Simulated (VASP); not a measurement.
# Ga2BiAs3 in VASP: single point with PBEsol

Aim: the single point of Ga2BiAs3 with PBEsol.

Program: VASP 6.6.1. These are calculated values, not measurements. Logs are shortened: lines on timing, memory, paths and dates and some standing lists are left out, and cuts for length are marked.

## (1) The cell of the first run

The typed cell holds 12 atoms: a = 6.334 Å, b = 6.334 Å, c = 8.217 Å, α = 90.00°, β = 90.00°, γ = 58.52°.

## (2) Single point, PBEsol

The input, INCAR:

```
SYSTEM = Ga2BiAs3
PREC     = Accurate       ! precision mode
ENCUT    = 520            ! plane-wave cutoff, eV
EDIFF    = 1E-7           ! SCF threshold, eV
ISMEAR   = -1             ! smearing method
SIGMA    = 0.05           ! smearing width, eV
LREAL    = .FALSE.        ! projectors in reciprocal space
LASPH    = .TRUE.         ! aspherical terms in the spheres
NELM     = 100            ! most SCF steps
ALGO     = Normal         ! electronic algorithm
ISIF     = 2              ! what is computed and relaxed
LWAVE    = .FALSE.        ! write WAVECAR
LCHARG   = .TRUE.         ! write CHGCAR
GGA      = PS             ! functional
LELF     = .TRUE.         ! ELF
LVHAR    = .TRUE.       
NBANDS   = 68             ! bands
```

The input, KPOINTS:

```
Automatic mesh
0
G
  4 4 2
  0 0 0
```

The input, POSCAR:

```
Ga2BiAs3
1.0
    5.5243402374     -3.0983099194      0.0573789933
    5.5272394210      3.0938420585      0.0571724950
   -0.0847245660      0.0001416378      8.2170013380
Ga Bi As
4 2 6
Direct
    0.5788117533      0.6959909735      0.2592097931
    0.3030971205      0.4202027526      0.2390845633
    0.5788203797      0.6960297454      0.7390500539
    0.3030339071      0.4202435673      0.7592389057
    0.0458773815      0.1121417702     -0.0008525052
   -0.1131303969     -0.0467839083      0.4991567808
    0.8939155587      0.7907145045      0.1630818657
    0.5420739379      0.4758563565     -0.0008658699
    0.2083270944      0.1051576178      0.3352383401
    0.8938718672      0.7907686722      0.8352527727
    0.5231793982      0.4570294289      0.4991587763
    0.2083040497      0.1051929592      0.6630607140
```

Potentials or basis: VASP PAW PBE potentials, release 64 (Ga_d, Bi_d, As).

Command:

```console
$ cat potpaw_PBE.64/Ga_d/POTCAR potpaw_PBE.64/Bi_d/POTCAR potpaw_PBE.64/As/POTCAR > POTCAR
$ mpirun -np 1 vasp_std > vasp.out
```

OUTCAR:

```text
SYSTEM = Ga2BiAs3
   PREC = Accurate
   ENCUT = 520
   EDIFF = 1E-7
   ISMEAR = -1
   LREAL = .FALSE.
   LASPH = .TRUE.
   NELM = 100
   ISIF = 2
   GGA = PS

 ion  position               nearest neighbor table
   1  0.579  0.696  0.259-   7 2.49   9 2.50  11 2.62   8 2.63
   2  0.303  0.420  0.239-   9 2.49   7 2.50   8 2.62  11 2.63
   3  0.579  0.696  0.739-  10 2.49  12 2.50  11 2.62   8 2.63
   4  0.303  0.420  0.759-  12 2.49  10 2.50   8 2.62  11 2.63
   5  0.046  0.112  0.999-   8 2.80  12 2.94   9 2.94  10 2.99   7 2.99
   6  0.887  0.953  0.499-  11 2.80   7 2.94  10 2.94   9 2.99  12 2.99
   7  0.894  0.791  0.163-   1 2.49   2 2.50  10 2.69   6 2.94   5 2.99
   8  0.542  0.476  0.999-   4 2.62   2 2.62   1 2.63   3 2.63   5 2.80
   9  0.208  0.105  0.335-   2 2.49   1 2.50  12 2.69   5 2.94   6 2.99
  10  0.894  0.791  0.835-   3 2.49   4 2.50   7 2.69   6 2.94   5 2.99
  11  0.523  0.457  0.499-   3 2.62   1 2.62   2 2.63   4 2.63   6 2.80
  12  0.208  0.105  0.663-   4 2.49   3 2.50   9 2.69   5 2.94   6 2.99

  LATTYP: Found a base centered monoclinic cell.
 ALAT       =    34.6786766414
 B/A-ratio  =     0.1785579284
 C/A-ratio  =     0.2369593917
 COS(beta)  =    -0.9478548625

  Lattice vectors:

 A1 = (  -5.3548911054,   3.0980266438, -16.4913816693)
 A2 = (  -5.3577902890,  -3.0941253341, -16.4911751710)
 A3 = (  -0.0847245660,   0.0001416378,   8.2170013380)

Analysis of symmetry for initial positions (statically):
=====================================================================
 Subroutine PRICEL returns:
 Original cell was already a primitive cell.

 Routine SETGRP: Setting up the symmetry group for a
 base centered monoclinic supercell.

 Subroutine GETGRP returns: Found  1 space group operations
 (whereof  1 operations were pure point group operations)
 out of a pool of  4 trial point group operations.

The static configuration has the point symmetry C_1 .

Analysis of symmetry for dynamics (positions and initial velocities):
=====================================================================
 Subroutine PRICEL returns:
 Original cell was already a primitive cell.

 Routine SETGRP: Setting up the symmetry group for a
 base centered monoclinic supercell.

 Subroutine GETGRP returns: Found  1 space group operations
 (whereof  1 operations were pure point group operations)
 out of a pool of  4 trial point group operations.

The dynamic configuration has the point symmetry C_1 .

[... 122 lines left out ...]
   TEBEG  =    0.0;   TEEND  =   0.0 temperature during run
   PSTRESS=    0.0 pullay stress
   NELECT =     112.0000    total number of electrons
   NUPDOWN=      -1.0000    fix difference up-down
   EMIN   =  10.00;   EMAX   =-10.00  energy-range for DOS
   EFERMI =   0.00;   METHOD = LEGACY
   ISMEAR =    -1;   SIGMA  =   0.05  broadening in eV -4-tet -1-fermi 0-gaus
   EFERMI_NEDOS =   21; number of points for ismear=-14 and -15
   IALGO  =     38    algorithm
   IMIX   =      4    mixing-type and parameters
     AMIX     =   0.40;   BMIX     =  1.00
     AMIX_MAG =   1.60;   BMIX_MAG =  1.00
  volume/ion in A,a.u.               =      23.43       158.13
  Fermi-wavevector in a.u.,A,eV,Ry     =   1.204524  2.276221 19.740404  1.450879
  Thomas-Fermi vector in A             =   2.340247
   LORBIT       =      0    0 simple, 1 ext, 2 COOP (PROOUT), +10 PAW based schemes
   GGA     = PS    functional components
   LHFCALC =     F    Hartree Fock is set to
   AEXX    =    0.0000 exact exchange contribution
   IVDW    =     0    specifies the selected vdW correction
   LEPSILON=     F    determine dielectric tensor
   LRPA    =     F    only Hartree local field effects (RPA)
 non-spin polarized calculation
  energy-cutoff  :      520.00
  volume of cell :      281.19
 maximum number of plane-waves:      7616
   NGX = 23   NGY = 23   NGZ = 31

 number of electron     112.0000003 magnetization

 Free energy of the ion-electron system (eV)
  ---------------------------------------------------
  ext. energy  EPLUGINS =         0.00000000
  ---------------------------------------------------
  free energy    TOTEN  =       -52.38784329 eV

  energy without entropy =      -52.37086151  energy(sigma->0) =      -52.37935240

 E-fermi :   5.0559     XC(G=0): -10.1165

 val. band max:        4.9821427627   @ k =   0.0000   0.0000   0.5000
 cond. band min:       5.1383401553   @ k =   0.2500  -0.0000   0.5000
 fundamental gap:      0.1561973926
 Fermi energy:         5.0558897746

 k-point     1 :       0.0000    0.0000    0.0000
  band No.  band energies     occupation
      1     -17.8867      2.00000
      2     -17.8867      2.00000
      3     -17.8669      2.00000
      4     -17.8656      2.00000
      5     -17.8460      2.00000
      6     -17.8439      2.00000
[... 1409 lines left out ...]
     67       9.2959      0.00000
     68       9.3590      0.00000

------------------------ aborting loop because EDIFF is reached ----------------------------------------

  FORCE on cell =-STRESS in cart. coord.  units (eV):
  Direction    XX          YY          ZZ          XY          YZ          ZX
  --------------------------------------------------------------------------------------
  -------------------------------------------------------------------------------------
  Total        0.2309576      0.1995022      0.3255429     -0.0023151     -0.0000985     -0.0026349
  in kB        1.3159733      1.1367435      1.8549104     -0.0131913     -0.0005611     -0.0150132
  external PRESSURE =       1.4358757 kB  Pullay stress =       0.0000000 kB

 VOLUME and BASIS-vectors are now :
 -----------------------------------------------------------------------------
  energy-cutoff  :      520.00
  volume of cell :      281.19
      direct lattice vectors                 reciprocal lattice vectors
     5.524340237 -3.098309919  0.057378993     0.090409806 -0.161537043  0.000934990
     5.527239421  3.093842058  0.057172495     0.090540426  0.161452384  0.000930769
    -0.084724566  0.000141638  8.217001338    -0.001261293  0.000004649  0.121685892

 POSITION                                       TOTAL-FORCE (eV/Angst)
 -----------------------------------------------------------------------------------
      7.02250      0.35998      2.20293         0.002828     -0.001445     -0.001645
      3.97672      0.36099      2.00597        -0.002248     -0.001221      0.001353
      6.98211      0.36015      6.14578         0.002425     -0.001590      0.002283
      3.93252      0.36138      6.28008        -0.002078     -0.001289     -0.001858
      0.78862      0.20495      8.21904         0.003749     -0.013994      0.000046
     10.12573      0.20137      4.20696        -0.003312     -0.014052     -0.000256
      9.29495     -0.32326      1.43654        -0.000673      0.002828      0.006503
      5.54012     -0.20715      8.26820        -0.005980      0.011779      0.000243
      1.70370     -0.32007      2.77262         0.000263      0.003006     -0.006580
      9.23805     -0.32286      6.95977        -0.000580      0.002423     -0.006343
      5.37404     -0.20692      4.15774         0.005489      0.010920     -0.000130
      1.67599     -0.31985      5.46634         0.000117      0.002636      0.006385
 -----------------------------------------------------------------------------------
    total drift:                                0.000529      0.000973     -0.000672

  FREE ENERGIE OF THE ION-ELECTRON SYSTEM (eV)
  ---------------------------------------------------
  free  energy   TOTEN  =       -52.3878432857 eV

  energy  without entropy=      -52.3708615108  energy(sigma->0) =      -52.37935240
```

Run time: 13 min. Hardware: 1 thread of AMD EPYC 7R13, shared host; peak memory 0.55 GiB.

What came out:

| Quantity | Value |
| --- | --- |
| Free energy | -52.3878 eV |
| Pressure | 0.1 GPa |
| Largest force | 0.014 eV/Å |
| Band gap on the k mesh | zero (bands 56 and 57 overlap by 1.00 eV) |

Forces in eV/Å, atoms in the order of the input:
```
Ga   0.003 -0.001 -0.002
Ga  -0.002 -0.001  0.001
Ga   0.002 -0.002  0.002
Ga  -0.002 -0.001 -0.002
Bi   0.004 -0.014  0.000
Bi  -0.003 -0.014  0.000
As  -0.001  0.003  0.007
As  -0.006  0.012  0.000
As   0.000  0.003 -0.007
As  -0.001  0.002 -0.006
As   0.005  0.011  0.000
As   0.000  0.003  0.006
```

Levels at points of the mesh, in eV from the Fermi level:
| k point | band 53 | band 54 | band 55 | band 56 | band 57 | band 58 | band 59 | band 60 |
| --- | --- | --- | --- | --- | --- | --- | --- | --- |
| (0.00, 0.00, 0.00) | -1.20 | -1.17 | -0.81 | -0.76 | -0.10 | 0.87 | 1.56 | 1.70 |
| (0.50, 0.00, 0.00) | -1.47 | -1.18 | -0.95 | -0.29 | 0.21 | 0.31 | 0.72 | 0.87 |
| (0.00, 0.50, 0.00) | -1.47 | -1.18 | -0.95 | -0.29 | 0.21 | 0.31 | 0.72 | 0.87 |
| (0.50, 0.50, 0.00) | -1.55 | -1.06 | -0.98 | -0.60 | -0.55 | 0.49 | 0.82 | 1.73 |
| (0.00, 0.00, 0.50) | -1.12 | -1.12 | -0.07 | -0.07 | 1.43 | 1.43 | 1.62 | 1.62 |
| (0.50, 0.00, 0.50) | -1.24 | -0.75 | -0.46 | -0.40 | 0.93 | 1.08 | 1.32 | 2.13 |
| (0.00, 0.50, 0.50) | -1.25 | -0.75 | -0.46 | -0.40 | 0.93 | 1.08 | 1.32 | 2.13 |
| (0.50, 0.50, 0.50) | -1.01 | -1.01 | 0.38 | 0.38 | 0.81 | 0.81 | 1.33 | 1.33 |

Caveat: the k points lie up to 0.38 Å⁻¹ apart, too coarse for converged energies and pressures of a metal; the PAW data sets were made with another functional, which shifts forces and pressure a little; spin-orbit coupling is left out, which moves the levels of the heavy elements.
